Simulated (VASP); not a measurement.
# Pt (Im-3m) in VASP: further runs

Pt is run at these levels: PBE; tasks: single point, relaxation of cell and atoms.

All numbers are computed with VASP 6.6.1; they aren't measurements. Logs are shortened: lines on timing, memory, paths and dates and some standing lists are left out, and cuts for length are marked.

### 1 The cell of the first run

Symmetry: Im-3m, No. 229, cubic system. Conventional cell: a = 3.165 Å, b = 3.165 Å, c = 3.165 Å, α = 90.00°, β = 90.00°, γ = 90.00°. Within 3.6 Å of Pt (site symmetry m-3m) lie 14 Pt at 2.74 to 3.16 Å.

### 2 Single point, PBE, non-collinear spin, zero start, spin-orbit coupling

INCAR reads:

```
PREC     = Accurate       # precision mode
ENCUT    = 520            # plane-wave cutoff, eV
EDIFF    = 1E-6           # SCF threshold, eV
ISMEAR   = -1             # smearing method
SIGMA    = 0.05           # smearing width, eV
LREAL    = False          # projectors in reciprocal space
LASPH    = True           # aspherical terms in the spheres
NELM     = 150            # most SCF steps
ALGO     = Normal         # electronic algorithm
ISIF     = 2              # what is computed and relaxed
LWAVE    = False          # write WAVECAR
LCHARG   = False          # write CHGCAR
MAGMOM   = 0 0 0          # initial moments
LORBIT   = 11             # projections on sites
LSORBIT  = True           # spin-orbit coupling
GGA_COMPAT= False        
LORBMOM  = True         
LMAXMIX  = 4              # l up to which the mixer works
GGA      = PE             # functional
NBANDS   = 21             # bands
```

KPOINTS reads:

```
regular mesh
0
Gamma
  18 18 18
```

POSCAR reads:

```
Pt
1.0
   -1.5823661823      1.5823661823      1.5823661823
    1.5823661823     -1.5823661823      1.5823661823
    1.5823661823      1.5823661823     -1.5823661823
Pt
1
Direct
    0.0000000000      0.0000000000      0.0000000000
```

Potentials or basis: VASP PAW PBE potentials, release 64 (Pt).

Run with:

```
> cat potpaw_PBE.64/Pt/POTCAR > POTCAR
> mpirun -np 1 vasp_ncl > vasp.out
```

OUTCAR:

```text
PREC = Accurate
   ENCUT = 520
   EDIFF = 1E-6
   ISMEAR = -1
   LREAL = False
   LASPH = True
   NELM = 150
   ISIF = 2
   LORBIT = 11
   LSORBIT = True
   GGA = PE

 ion  position               nearest neighbor table
   1  0.000  0.000  0.000-

  LATTYP: Found a body centered cubic cell.
 ALAT       =     3.1647323646

  Lattice vectors:

 A1 = (  -1.5823661823,   1.5823661823,   1.5823661823)
 A2 = (   1.5823661823,  -1.5823661823,   1.5823661823)
 A3 = (   1.5823661823,   1.5823661823,  -1.5823661823)

Analysis of symmetry for initial positions (statically):
=====================================================================
 Subroutine PRICEL returns:
 Original cell was already a primitive cell.

 Routine SETGRP: Setting up the symmetry group for a
 body centered cubic supercell.

 Subroutine GETGRP returns: Found 48 space group operations
 (whereof 48 operations were pure point group operations)
 out of a pool of 48 trial point group operations.

The static configuration has the point symmetry O_h .

Analysis of symmetry for dynamics (positions and initial velocities):
=====================================================================
 Subroutine PRICEL returns:
 Original cell was already a primitive cell.

 Routine SETGRP: Setting up the symmetry group for a
 body centered cubic supercell.

 Subroutine GETGRP returns: Found 48 space group operations
 (whereof 48 operations were pure point group operations)
 out of a pool of 48 trial point group operations.

The dynamic configuration has the point symmetry O_h .

Analysis of structural, dynamic, and magnetic symmetry:
=====================================================================
 Subroutine PRICEL returns:
 Original cell was already a primitive cell.

 Routine SETGRP: Setting up the symmetry group for a
 body centered cubic supercell.

 Subroutine GETGRP returns: Found 48 space group operations
 (whereof 48 operations were pure point group operations)
 out of a pool of 48 trial point group operations.

The overall configuration has the point symmetry O_h .

 Subroutine INISYM returns: Found 48 space group operations
 (whereof 48 operations are pure point group operations),
 and found     1 'primitive' translations

----------------------------------------------------------------------------------------

                                     Primitive cell

  volume of cell :      15.8482

  direct lattice vectors                    reciprocal lattice vectors
    -1.582366182  1.582366182  1.582366182     0.000000000  0.315982486  0.315982486
     1.582366182 -1.582366182  1.582366182     0.315982486  0.000000000  0.315982486
     1.582366182  1.582366182 -1.582366182     0.315982486  0.315982486  0.000000000

  length of vectors
     2.740738624  2.740738624  2.740738624     0.446866717  0.446866717  0.446866717

  position of ions in fractional coordinates (direct lattice)
     0.000000000  0.000000000  0.000000000

  ion indices of the primitive-cell ions
   primitive index   ion index
                 1           1

----------------------------------------------------------------------------------------

 KPOINTS: regular mesh

Automatic generation of k-mesh.
 Grid dimensions read from file:
 generate k-points for:   18   18   18

 Generating k-lattice:

  Cartesian coordinates                     Fractional coordinates (reciprocal lattice)
     0.000000000  0.017554583  0.017554583     0.055555556  0.000000000  0.000000000
     0.017554583  0.000000000  0.017554583     0.000000000  0.055555556  0.000000000
     0.017554583  0.017554583  0.000000000     0.000000000  0.000000000  0.055555556

  Length of vectors
     0.024825929  0.024825929  0.024825929

  Shift w.r.t. Gamma in fractional coordinates (k-lattice)
     0.000000000  0.000000000  0.000000000

 Subroutine IBZKPT returns following result:
 ===========================================
[... 45 lines left out ...]
   LASPH  =      T    aspherical Exc in radial PAW
   ENCUT  =  520.0 eV  38.22 Ry    6.18 a.u.   5.10  5.10  5.10*2*pi/ulx,y,z
   NELM   =    150;   NELMIN=  2; NELMDL= -5     # of ELM steps
   EDIFF  = 0.1E-05   stopping-criterion for ELM
   LREAL  =      F    real-space projection
   EDIFFG = 0.1E-04   stopping-criterion for IOM
   NSW    =      0    number of steps for IOM
   IBRION =     -1    ionic relax: 0-MD 1-quasi-New 2-CG
   NFREE  =      0    steps in history (QN), initial steepest desc. (CG)
   ISIF   =      2    stress and relaxation
   ISYM   =      2    0-nonsym 1-usesym 2-fastsym
   POTIM  = 0.5000    time-step for ionic-motion
   TEBEG  =    0.0;   TEEND  =   0.0 temperature during run
   PSTRESS=    0.0 pullay stress
   NELECT =      10.0000    total number of electrons
   NUPDOWN=      -1.0000    fix difference up-down
   EMIN   =  10.00;   EMAX   =-10.00  energy-range for DOS
   EFERMI =   0.00;   METHOD = LEGACY
   ISMEAR =    -1;   SIGMA  =   0.05  broadening in eV -4-tet -1-fermi 0-gaus
   EFERMI_NEDOS =   21; number of points for ismear=-14 and -15
   IALGO  =     38    algorithm
   IMIX   =      4    mixing-type and parameters
     AMIX     =   0.40;   BMIX     =  1.00
     AMIX_MAG =   1.60;   BMIX_MAG =  1.00
  volume/ion in A,a.u.               =      15.85       106.95
  Fermi-wavevector in a.u.,A,eV,Ry     =   1.404153  2.653465 26.825877  1.971646
  Thomas-Fermi vector in A             =   2.526743
   LORBIT       =     11    0 simple, 1 ext, 2 COOP (PROOUT), +10 PAW based schemes
   GGA     = PE    functional components
   LHFCALC =     F    Hartree Fock is set to
   AEXX    =    0.0000 exact exchange contribution
   IVDW    =     0    specifies the selected vdW correction
   LEPSILON=     F    determine dielectric tensor
   LRPA    =     F    only Hartree local field effects (RPA)
  energy-cutoff  :      520.00
  volume of cell :       15.85
 maximum number of plane-waves:       880
   NGX = 11   NGY = 11   NGZ = 11

 number of electron      10.0000000 magnetization       0.0000000      0.0000000      0.0000000

 number of electron      10.0000000 magnetization       0.0000000     -0.0000000      0.0000000

 number of electron      10.0000000 magnetization      -0.0000000      0.0000000     -0.0000000

 Free energy of the ion-electron system (eV)
  ---------------------------------------------------
  ext. energy  EPLUGINS =         0.00000000
  ---------------------------------------------------
  free energy    TOTEN  =        -6.39031389 eV

  energy without entropy =       -6.38231819  energy(sigma->0) =       -6.38631604

 E-fermi :  10.2173     XC(G=0): -13.1911

 val. band max:       10.2053304798   @ k =  -0.3889   0.4444   0.0556
 cond. band min:      10.2247854113   @ k =  -0.2778   0.3333   0.1111
 fundamental gap:      0.0194549315
 Fermi energy:        10.2172943962

 k-point     1 :       0.0000    0.0000    0.0000
  band No.  band energies     occupation
      1       0.6818      1.00000
      2       0.6818      1.00000
      3       6.2384      1.00000
      4       6.2384      1.00000
      5       6.2384      1.00000
      6       6.2384      1.00000
[... 565 lines left out ...]
     20      33.5395      0.00000
     21      34.5260      0.00000

 [... further k-points ...]

------------------------ aborting loop because EDIFF is reached ----------------------------------------

  FORCE on cell =-STRESS in cart. coord.  units (eV):
  Direction    XX          YY          ZZ          XY          YZ          ZX
  --------------------------------------------------------------------------------------
  -------------------------------------------------------------------------------------
  Total       -0.0159079     -0.0159079     -0.0159079      0.0000000      0.0000000      0.0000000
  in kB       -1.6082085     -1.6082085     -1.6082085      0.0000000      0.0000000      0.0000000
  external PRESSURE =      -1.6082085 kB  Pullay stress =       0.0000000 kB

 VOLUME and BASIS-vectors are now :
 -----------------------------------------------------------------------------
  energy-cutoff  :      520.00
  volume of cell :       15.85
      direct lattice vectors                 reciprocal lattice vectors
    -1.582366182  1.582366182  1.582366182     0.000000000  0.315982486  0.315982486
     1.582366182 -1.582366182  1.582366182     0.315982486  0.000000000  0.315982486
     1.582366182  1.582366182 -1.582366182     0.315982486  0.315982486  0.000000000

 POSITION                                       TOTAL-FORCE (eV/Angst)
 -----------------------------------------------------------------------------------
      0.00000      0.00000      0.00000        -0.000000      0.000000     -0.000000
 -----------------------------------------------------------------------------------
    total drift:                                0.000000     -0.000000      0.000000

  FREE ENERGIE OF THE ION-ELECTRON SYSTEM (eV)
  ---------------------------------------------------
  free  energy   TOTEN  =        -6.3903138913 eV

  energy  without entropy=       -6.3823181934  energy(sigma->0) =       -6.38631604

 orbital moment (x)

 # of ion     p       d       tot
 ----------------------------------------
  1         0.000  -0.000   0.000
 ----------------------------------------
            0.000  -0.000   0.000

 orbital moment (y)

 # of ion     p       d       tot
 ----------------------------------------
  1         0.000  -0.000  -0.000
 ----------------------------------------
            0.000  -0.000  -0.000

 orbital moment (z)

 # of ion     p       d       tot
 ----------------------------------------
  1        -0.000   0.000  -0.000
 ----------------------------------------
           -0.000   0.000  -0.000

 Spin-Orbit-Coupling matrix elements

 Ion:    1  E_soc:     -0.7597896
 l=   1
     0.0000000    -0.0304802    -0.0304802
    -0.0304802     0.0000000    -0.0304802
    -0.0304802    -0.0304802     0.0000000
 l=   2
     0.0000000    -0.0190501     0.0000000    -0.0190501    -0.0771013
    -0.0190501     0.0000000    -0.0578260    -0.0190501    -0.0192753
     0.0000000    -0.0578260     0.0000000    -0.0578260     0.0000000
    -0.0190501    -0.0190501    -0.0578260     0.0000000    -0.0192753
    -0.0771013    -0.0192753     0.0000000    -0.0192753     0.0000000
 l=   3
     0.0000000     0.0000000     0.0000000     0.0000000     0.0000000     0.0000000     0.0000000
     0.0000000     0.0000000     0.0000000     0.0000000     0.0000000     0.0000000     0.0000000
     0.0000000     0.0000000     0.0000000     0.0000000     0.0000000     0.0000000     0.0000000
     0.0000000     0.0000000     0.0000000     0.0000000     0.0000000     0.0000000     0.0000000
     0.0000000     0.0000000     0.0000000     0.0000000     0.0000000     0.0000000     0.0000000
     0.0000000     0.0000000     0.0000000     0.0000000     0.0000000     0.0000000     0.0000000
     0.0000000     0.0000000     0.0000000     0.0000000     0.0000000     0.0000000     0.0000000

 total charge

# of ion       s       p       d       tot
------------------------------------------
    1        0.623   0.552   8.017   9.193

 magnetization (x)

# of ion       s       p       d       tot
------------------------------------------
    1       -0.000   0.000   0.000  -0.000

 magnetization (y)

# of ion       s       p       d       tot
------------------------------------------
    1        0.000  -0.000  -0.000   0.000

 magnetization (z)

# of ion       s       p       d       tot
------------------------------------------
    1       -0.000   0.000  -0.000  -0.000
```

Run time: 40 s. Hardware: 1 thread of Intel Xeon 6975P-C (Granite Rapids), shared host; peak memory 0.22 GiB.

Results:

- Free energy: -6.3903 eV
- Pressure: -0.2 GPa
- Net moment: 0.00 μB per cell
- Valence electrons inside the program's atomic spheres: Pt 9.19

Moments on the atoms (μB; x, y, z):
```
Pt  0.00 0.00 0.00
```

[end of part 1 of 2]
